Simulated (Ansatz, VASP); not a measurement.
# HfC in VASP and in Ansatz

The input INCAR:

```
SYSTEM = HfC
ALGO = Normal
EDIFF = 1E-6
ENCUT = 600
GGA = PS
GGA_COMPAT = .False.
ISIF = 2
ISMEAR = -1
LASPH = .True.
LCHARG = .False.
LREAL = .False.
LWAVE = .False.
NBANDS = 14
NELM = 120
PREC = Accurate
SIGMA = 0.05
```

File KPOINTS:

```
k-points
0
Gamma
  15 15 15
  0 0 0
```

POSCAR

```
HfC
1.0
    0.0000000000      2.3403977997      2.3403977997
    2.3403977997      0.0000000000      2.3403977997
    2.3403977997      2.3403977997      0.0000000000
Hf C
1 1
Direct
    0.5000000000      0.5000000000      0.5000000000
    0.0000000000      0.0000000000      0.0000000000
```

Input for Ansatz:

```yaml
crystal:
  lattice:
    - [0.0, 2.3403977997, 2.3403977997]
    - [2.3403977997, 0.0, 2.3403977997]
    - [2.3403977997, 2.3403977997, 0.0]
  atoms:
    - { symbol: Hf, position: [0.5, 0.5, 0.5] }
    - { symbol: C, position: [0.0, 0.0, 0.0] }
kpoints:
  mp_grid: { grid: [15, 15, 15] }
  band_path:
    path:
      - [0.0, 0.0, 0.0]
      - [0.5, 0.0, 0.5]
      - [0.625, 0.25, 0.625]
      - [0.375, 0.375, 0.75]
      - [0.0, 0.0, 0.0]
      - [0.5, 0.5, 0.5]
      - [0.5, 0.25, 0.75]
      - [0.5, 0.0, 0.5]
    npoints: 5
scf:
  occupations: { method: fermi_dirac, width: 0.05 }
hamiltonian:
  xc: pbesol
  pseudopotentials: { kind: all_electron, lapw: { basis_error: 0.001 } }
output:
  forces: true
  stress: true
  eigenvalues: true
```

Change from the starting cell: volume scaled by 1.02.

Alike in both runs: task single point; functional PBEsol; k mesh 15 × 15 × 15; occupations fermi-dirac, width 0.05 eV; no spin polarisation.

```csv
,VASP,Ansatz
version,VASP 6.6.1,Ansatz 0.2.0
potentials or method,"VASP PAW PBE potentials, release 64 (Hf_pv, C), cutoff 600 eV","all-electron LAPW, scalar-relativistic"
```

Ansatz gave:

- pressure (GPa): -10.7

Q: Estimate VASP's values.

A: Pressure (GPa): -11.4.

VASP's potentials were made for PBE, not for PBEsol. Ansatz ran all-electron here, and VASP with PAW potentials.

Neither program's run includes spin-orbit coupling.
